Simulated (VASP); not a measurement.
A run of VASP 6.6.1 is set up as follows.

File INCAR:

```
PREC = Accurate
ENCUT = 520
EDIFF = 1E-7
ISMEAR = -1
SIGMA = 0.05
LREAL = F
LASPH = T
NELM = 150
ALGO = Normal
ISIF = 2
LWAVE = F
LCHARG = F
ISPIN = 2
MAGMOM = 3
LORBIT = 11
LMAXMIX = 4
GGA = PS
NBANDS = 14
```

The input KPOINTS:

```
Automatic mesh
0
Gamma
  11 11 11
```

File POSCAR:

```
Fe
1.0
    0.0000000000      1.9417396906      1.9651051623
    1.4984397099      0.0000000000      1.9651051623
    1.4984397099      1.9417396906      0.0000000000
Fe
1
Direct
    0.0000000000      0.0000000000      0.0000000000
```

Potentials or basis: VASP PAW PBE potentials, release 64 (Fe).

Command:

```bash
$ cat potpaw_PBE.64/Fe/POTCAR > POTCAR
$ mpirun -np 1 vasp_std > vasp.out
```

**Question.** Predict the net moment.

**Answer.** 2.23 μB per cell.

**Question.** Predict the site moments.

**Answer.** Fe +2.22 μB.

**Question.** Predict the pressure.

**Answer.** -9.5 GPa.

Stress tensor (GPa, compression positive):
```
-14.85   0.00   0.00
  0.00  -5.92   0.00
  0.00   0.00  -7.74
```

Caveat: the PAW data sets were made with another functional, which shifts forces and pressure a little.
